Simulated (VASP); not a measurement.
A run of VASP 6.6.1 is set up as follows.

Contents of INCAR:

```
PREC = Accurate
ENCUT = 520
EDIFF = 1E-6
ISMEAR = -1
SIGMA = 0.08
LREAL = False
LASPH = True
NELM = 100
ALGO = Normal
ISIF = 2
LWAVE = False
LCHARG = False
GGA = PE
NBANDS = 9
```

The input KPOINTS:

```
Automatic mesh
0
Gamma
  12 12 7
```

POSCAR

```
Mg
1.0
    3.1437578123      0.0000000000      0.0000000000
   -1.5718789061      2.7225741288      0.0000000000
    0.0000000000      0.0000000000      5.1039668898
Mg
2
Direct
    0.3333333333      0.6666666667      0.2500000000
    0.6666666667      0.3333333333      0.7500000000
```

Potentials or basis: VASP PAW PBE potentials, release 64 (Mg).

Run with:

```console
$ cat potpaw_PBE.64/Mg/POTCAR > POTCAR
$ mpirun -np 1 vasp_std > vasp.out
```

Q: Estimate the pressure.

A: 1.8 GPa.

Q: Estimate the band gap on the k mesh.

A: Zero (band 2 reaches 3.91 eV, above the bottom of band 3 at 1.66 eV).

Stress tensor (GPa, compression positive):
```
2.12 0.00 0.00
0.00 2.12 0.00
0.00 0.00 1.25
```
